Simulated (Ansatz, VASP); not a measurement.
PbS in VASP and in Ansatz

```xyz
2
Lattice="0.0000 3.2789 3.2789 3.2789 0.0000 3.2789 3.2789 3.2789 0.0000" Properties=species:S:1:pos:R:3 pbc="T T T"
Pb    0.0000    0.0000    0.0000
S     1.6395    1.6395    1.6395
```

Alike in both runs: task single point; functional PBE; k mesh 6 × 6 × 6; occupations gaussian, width 0.05 eV; non-collinear spin, spin-orbit coupling.

```csv
,VASP,Ansatz
version,VASP 6.6.1,Ansatz 0.2.0
potentials or method,"VASP PAW PBE potentials, release 64 (Pb_d, S), cutoff 520 eV","plane waves, PAW"
valence electrons in the cell,20,20
```

|  | VASP | Ansatz | Ansatz less VASP |
| --- | --- | --- | --- |
| pressure (GPa) | 1.5 | 1.5 | +0.01 |
| net moment per atom (μB) | 0.00 | 0.00 | 0.000 |

The functional is the same, so the differences come from potentials, cutoffs and numerics.
